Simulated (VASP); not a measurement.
CdTe, 6 atoms in the cell. The cell holds a slab with vacuum, 6 atoms: a = 4.636 Å, b = 4.636 Å, c = 25.516 Å, α = 90.00°, β = 90.00°, γ = 120.00°. 

| Quantity | Value |
| --- | --- |
| Program | VASP 6.6.1 |
| Task | single point |
| Functional | r2SCAN |
| Potentials or basis | VASP PAW PBE potentials, release 64 (Te, Cd) |
| Cutoff | 520 eV |
| k mesh | 6 × 6 × 1 |
| Occupations | gaussian, width 0.05 eV |
| Spin | no spin polarisation |
| Dipole correction | yes |
| Further INCAR settings | ALGO = Normal; EDIFF = 1e-07; NBANDS = 36 |

Potentials or basis: VASP PAW PBE potentials, release 64 (Te, Cd).

Launch:

```sh
$ cat potpaw_PBE.64/Te/POTCAR potpaw_PBE.64/Cd/POTCAR > POTCAR
$ cp INCAR.step1 INCAR
$ mpirun -np 1 vasp_std > vasp.out
$ cp INCAR.step2 INCAR
$ mpirun -np 1 vasp_std > vasp.out
```

Hardware: 1 thread of Intel(R) Xeon(R) Platinum 8259CL CPU @ 2.50GHz (Skylake/Cascade Lake), on a shared host.

Problem. Estimate the wall time of this run.

Solution. Wall time 19 min on 1 thread of Intel(R) Xeon(R) Platinum 8259CL CPU @ 2.50GHz (Skylake/Cascade Lake), on a shared host, peak memory 0.65 GiB. Counts: k points 7.
